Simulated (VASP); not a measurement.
Here is a VASP 6.6.1 calculation.

POSCAR

```
Al2Cu
1.0
   -3.0078730535      3.0078730535      2.3884252467
    3.0078730535     -3.0078730535      2.3884252467
    3.0078730535      3.0078730535     -2.3884252467
Al Cu
4 2
Direct
    0.6586931230      0.1586931230      0.8173862460
    0.1586931230      0.3413068770      0.5000000000
    0.3413068770      0.8413068770      0.1826137540
    0.8413068770      0.6586931230      0.5000000000
    0.2500000000      0.2500000000      0.0000000000
    0.7500000000      0.7500000000      0.0000000000
```

INCAR.step1

```
SYSTEM = Al2Cu
PREC     = Accurate       ! precision mode
ENCUT    = 520            ! plane-wave cutoff, eV
ISMEAR   = -1             ! smearing method
SIGMA    = 0.1            ! smearing width, eV
LREAL    = .FALSE.        ! projectors in reciprocal space
LASPH    = .TRUE.         ! aspherical terms in the spheres
NELM     = 60             ! most SCF steps
NBANDS   = 26             ! bands
GGA      = PE             ! functional
ALGO     = Normal         ! electronic algorithm
EDIFF    = 1E-4           ! SCF threshold, eV
LWAVE    = .TRUE.         ! write WAVECAR
LCHARG   = .FALSE.        ! write CHGCAR
```

INCAR.step2

```
SYSTEM = Al2Cu
PREC     = Accurate       ! precision mode
ENCUT    = 520            ! plane-wave cutoff, eV
EDIFF    = 1E-6           ! SCF threshold, eV
ISMEAR   = -1             ! smearing method
SIGMA    = 0.1            ! smearing width, eV
LREAL    = .FALSE.        ! projectors in reciprocal space
LASPH    = .TRUE.         ! aspherical terms in the spheres
NELM     = 60             ! most SCF steps
ALGO     = Normal         ! electronic algorithm
ISIF     = 2              ! what is computed and relaxed
LWAVE    = .FALSE.        ! write WAVECAR
LCHARG   = .FALSE.        ! write CHGCAR
METAGGA  = R2SCAN         ! meta-GGA
LMIXTAU  = .TRUE.       
NBANDS   = 26             ! bands
ISTART   = 1
```

KPOINTS

```
regular mesh
0
G
  8 8 8
  0 0 0
```

Potentials or basis: VASP PAW PBE potentials, release 64 (Al, Cu).

Launch:

```sh
$ cat potpaw_PBE.64/Al/POTCAR potpaw_PBE.64/Cu/POTCAR > POTCAR
$ cp INCAR.step1 INCAR
$ mpirun -np 1 vasp_std > vasp.out
$ cp INCAR.step2 INCAR
$ mpirun -np 1 vasp_std > vasp.out
```

What does it give for the band gap on the k mesh?

Zero (bands 17 and 18 overlap by 4.76 eV).

What does it give for the pressure?

-0.2 GPa.

Caveat: the PAW data sets were made with another functional, which shifts forces and pressure a little.
